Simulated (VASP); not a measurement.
Runs of VASP 6.6.1 on Ga. The structure is that of space group Im-3m (No. 229), or close to it. The cells are those of the table. 

```tsv
task	cell	k mesh	cutoff (eV)	gap on the mesh (eV)	pressure (GPa)	relaxed volume (Å³/atom)
single point	a = 2.921 Å, angles 109.5°, 1 atom	18 × 18 × 18	520	none	0.0	-
relaxation of cell and atoms	relaxed from a = 2.924 Å, angles 109.5°, 1 atom	18 × 18 × 18	600	none	0.0	19.20
single point	a = 2.924 Å, angles 109.5°, 1 atom	16 × 16 × 16	520	none	0.0	-
single point	a = 3.015 Å, angles 109.5°, 1 atom	8 × 8 × 8	520	none	-3.2	-
relaxation of cell and atoms	relaxed from a = 3.015 Å, angles 109.5°, 1 atom	16 × 16 × 16	600	none	0.0	(a)
```

Alike in all rows: level PBE; potentials or basis VASP PAW PBE potentials, release 64 (Ga_d); no spin polarisation; smearing gaussian 0.1 eV.

Estimate the missing entries.

(a) 19.22.

A k mesh can miss the band edges, and the runs leave out spin-orbit coupling on Ga.

A gap of «none» marks levels without a gap at the run's occupations.
